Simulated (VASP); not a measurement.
Set up this calculation in VASP 6.6.1, as the native input.

```
Task                   : relaxation of the atoms
Functional             : r2SCAN
Potentials or basis    : VASP PAW PBE potentials, release 64 (Zr_sv, O)
Cutoff                 : 580 eV
k mesh                 : 6 × 6 × 6
Occupations            : gaussian, width 0.02 eV
Spin                   : no spin polarisation
Dipole correction      : no
Further INCAR settings : ALGO = Normal; EDIFF = 1e-07; IBRION = 2; EDIFFG = -0.008; NSW = 60
```

ZrO2:

```
Zr O
1.0
     3.65537    0.00000    0.00000
     0.00000    3.65537    0.00000
     0.00000    0.00000    5.30639
Zr O
2 4
Direct
  0.00000 0.00000 0.00000
  0.50000 0.50000 0.50000
  0.00000 0.50000 0.30321
  0.00000 0.50000 0.80321
  0.50000 0.00000 0.69679
  0.50000 0.00000 0.19679
```

This cell differs from its parent crystal: equal strain along all axes, cell held: +1.5 %.

One way to write it, as run:

POSCAR

```
ZrO2
1.0
    3.6553722444      0.0000000000      0.0000000000
    0.0000000000      3.6553722444      0.0000000000
    0.0000000000      0.0000000000      5.3063879847
Zr O
2 4
Direct
    0.0000000000      0.0000000000      0.0000000000
    0.5000000000      0.5000000000      0.5000000000
    0.0000000000      0.5000000000      0.3032142039
    0.0000000000      0.5000000000      0.8032142039
    0.5000000000      0.0000000000      0.6967857961
    0.5000000000      0.0000000000      0.1967857961
```

INCAR.step1

```
SYSTEM = ZrO2
PREC = Accurate ; ENCUT = 580
ISMEAR = 0 ; SIGMA = 0.02
LREAL = .False. ; LASPH = .True.
NELM = 120 ; GGA = PE
ALGO = Normal ; EDIFF = 1E-5
LWAVE = .True. ; LCHARG = .False.
GGA_COMPAT = .False. ; IBRION = 2
EDIFFG = -0.01 ; NELMIN = 4
NSW = 100 ; KPAR = 4
```

INCAR.step2

```
SYSTEM = ZrO2
PREC = Accurate ; ENCUT = 580
EDIFF = 1E-7 ; ISMEAR = 0
SIGMA = 0.02 ; LREAL = .False.
LASPH = .True. ; NELM = 120
ALGO = Normal ; ISIF = 2
LWAVE = .False. ; LCHARG = .False.
METAGGA = R2SCAN ; LMIXTAU = .True.
IBRION = 2 ; NSW = 60
EDIFFG = -0.008 ; ISTART = 1
GGA_COMPAT = .False. ; NELMIN = 4
KPAR = 4
```

KPOINTS

```
regular mesh
0
Gamma
  6 6 6
  0 0 0
```

Potentials or basis: VASP PAW PBE potentials, release 64 (Zr_sv, O).

Command:

```bash
$ cat potpaw_PBE.64/Zr_sv/POTCAR potpaw_PBE.64/O/POTCAR > POTCAR
$ cp INCAR.step1 INCAR
$ mpirun -np 4 vasp_std > vasp.out
$ cp INCAR.step2 INCAR
$ mpirun -np 4 vasp_std > vasp.out
```

It gave:

| Quantity | Value |
| --- | --- |
| Energy gained by relaxing | 3.0 meV/atom |
| Ionic steps | 4 |
| Pressure after relaxing | -7.9 GPa |
| Band gap on the k mesh | 4.45 eV (least direct gap 4.60 eV) |

Caveat: the cell differs from its parent crystal (equal strain along all axes, cell held: +1.5 %); the PAW data sets were made with another functional, which shifts forces and pressure a little.

Run time: 6.7 min on 4 MPI ranks on Intel(R) Xeon(R) Platinum 8375C CPU @ 2.90GHz (Ice Lake) (shared host), peak memory 0.24 GiB a rank.
